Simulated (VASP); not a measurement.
Runs of VASP 6.6.1 on I. The structure is that of space group Pm-3m (No. 221), or close to it. The cells are those of the table. 

```csv
task,cell,cutoff (eV),gap on the mesh (eV),pressure (GPa)
single point,"a = 3.461 Å, 1 atom",520,none,0.0
single point,"a = 3.295 Å, 1 atom",520,none,5.0
relaxation of cell and atoms,"relaxed to 5 GPa from a = 3.300 Å, 1 atom",600,none,5.1
single point,"a = 3.200 Å, 1 atom",520,none,(a)
relaxation of cell and atoms,"relaxed from a = 3.300 Å, 1 atom",600,none,0.0
```

Alike in all rows: level PBE; potentials or basis VASP PAW PBE potentials, release 64 (I); no spin polarisation; k mesh 8 × 8 × 8; smearing fermi-dirac 0.02 eV.

Estimate the missing entries.

(a) 10.0.

Caveats: spin-orbit coupling is left out, which moves the levels of the heavy elements; an odd number of electrons without spin polarisation forces a metal; a magnetic or distorted state may lie lower; the cell stands under pressure (at least some runs); the cell is relaxed towards a set pressure, so the run minimises the enthalpy, not the energy (at least some runs).

A k mesh can miss the band edges, and the runs leave out spin-orbit coupling on I.

A gap of «none» marks levels without a gap at the run's occupations.
